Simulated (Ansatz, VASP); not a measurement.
**One calculation of AlNi3, two programs**

Contents of INCAR:

```
SYSTEM = AlNi3
PREC = Accurate
ENCUT = 520
EDIFF = 1E-6
ISMEAR = -1
SIGMA = 0.03
LREAL = .False.
LASPH = .True.
NELM = 150
ALGO = Normal
ISIF = 2
LWAVE = .False.
LCHARG = .False.
ISPIN = 2
MAGMOM = 0 1.5 1.5 1.5
LORBIT = 11
LMAXMIX = 4
GGA = PE
NBANDS = 28
```

KPOINTS

```
Automatic mesh
0
Gamma
  10 10 10
  0 0 0
```

The input POSCAR:

```
AlNi3
1.0
    3.5230547267      0.0000000000      0.0000000000
    0.0000000000      3.5230547267      0.0000000000
    0.0000000000      0.0000000000      3.5230547267
Al Ni
1 3
Direct
    0.0000000000      0.0000000000      0.0000000000
    0.0000000000      0.5000000000      0.5000000000
    0.5000000000      0.0000000000      0.5000000000
    0.5000000000      0.5000000000      0.0000000000
```

Input for Ansatz:

```yaml
crystal:
  lattice:
    - [3.5230547267, 0.0, 0.0]
    - [0.0, 3.5230547267, 0.0]
    - [0.0, 0.0, 3.5230547267]
  atoms:
    - { symbol: Al, position: [0.0, 0.0, 0.0] }
    - { symbol: Ni, position: [0.0, 0.5, 0.5], spin: 1.5 }
    - { symbol: Ni, position: [0.5, 0.0, 0.5], spin: 1.5 }
    - { symbol: Ni, position: [0.5, 0.5, 0.0], spin: 1.5 }
magnetization:
  spin_polarized: true
kpoints:
  mp_grid: { grid: [10, 10, 10] }
scf:
  occupations: { method: fermi_dirac, width: 0.03 }
  lower_state_search: "off"
hamiltonian:
  xc: pbe
  pseudopotentials: { kind: paw }
output:
  forces: true
  stress: true
  eigenvalues: true
  populations: true
  dos: { projected: true, de: 0.1, e_range: [-8, 5] }
  write_density: true
  write_potential: true
  elf: true
  volumetric_format: npy
```

Alike in both runs: task single point; functional PBE; k mesh 10 × 10 × 10; occupations fermi-dirac, width 0.03 eV; collinear spin.

|  | VASP | Ansatz |
| --- | --- | --- |
| version | VASP 6.6.1 | Ansatz 0.2.0 |
| potentials or method | VASP PAW PBE potentials, release 64 (Al, Ni) | PAW with Ansatz's default frozen-core files, scalar-relativistic |
| plane-wave cutoff (eV) | 520 | 420 |
| valence electrons in the cell | 33 | 57 |

|  | VASP | Ansatz | Ansatz less VASP |
| --- | --- | --- | --- |
| pressure (GPa) | 7.3 | 7.3 | -0.01 |
| net moment per atom (μB) | 0.18 | 0.18 | +0.002 |
| size of the moment on the site where the two differ most (μB) | 0.26 | 0.27 | +0.016 |

Site moments also hang on the region over which each program counts them. The functional is the same, so the differences come from potentials, cutoffs and numerics. VASP's potentials hold 33 valence electrons a cell and Ansatz's 57, so a difference there can come from the potentials and not from the codes.
